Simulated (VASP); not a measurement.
Input of a VASP 6.6.1 run:

INCAR

```
PREC = Accurate
ENCUT = 520
EDIFF = 1E-6
ISMEAR = 0
SIGMA = 0.05
LREAL = F
LASPH = T
NELM = 60
ALGO = Normal
ISIF = 2
LWAVE = F
LCHARG = F
GGA = PS
NBANDS = 64
```

The input KPOINTS:

```
Automatic mesh
0
Gamma
  6 6 6
```

POSCAR

```
SnO2
1.0
    3.2530294735      1.8781374422      4.4729338975
   -3.2530294735      1.8781374422      4.4729338975
    0.0000000000     -3.7562748844      4.4729338975
Sn O
4 8
Direct
    0.8646807174      0.8646807174      0.8646807174
    0.3648245829      0.3648245829      0.8648190111
    0.3648245829      0.8648190111      0.3648245829
    0.8648190111      0.3648245829      0.3648245829
    0.1235003534      0.6233501671      0.6233501671
    0.6233501671      0.1235003534      0.6233501671
    0.6233501671      0.6233501671      0.1235003534
    0.6062113146      0.6062113146      0.6062113146
    0.1234715296      0.1234715296      0.1234715296
    0.1060883083      0.1060883083      0.6062369573
    0.1060883083      0.6062369573      0.1060883083
    0.6062369573      0.1060883083      0.1060883083
```

Potentials or basis: VASP PAW PBE potentials, release 64 (Sn_d, O).

Launch:

```sh
$ cat potpaw_PBE.64/Sn_d/POTCAR potpaw_PBE.64/O/POTCAR > POTCAR
$ mpirun -np 1 vasp_std > vasp.out
```

Question: What does it give for the band gap on the k mesh?

Answer: 1.51 eV.

Question: Predict the pressure.

Answer: -5.3 GPa.

Question: Estimate the largest force.

Answer: 0.344 eV/Å.

Stress tensor (GPa, compression positive):
```
-6.30  0.00  0.00
 0.00 -6.30  0.00
 0.00  0.00 -3.44
```

Caveat: the PAW data sets were made with another functional, which shifts forces and pressure a little; spin-orbit coupling is left out, which moves the levels of the heavy elements. A k mesh can miss the band edges.
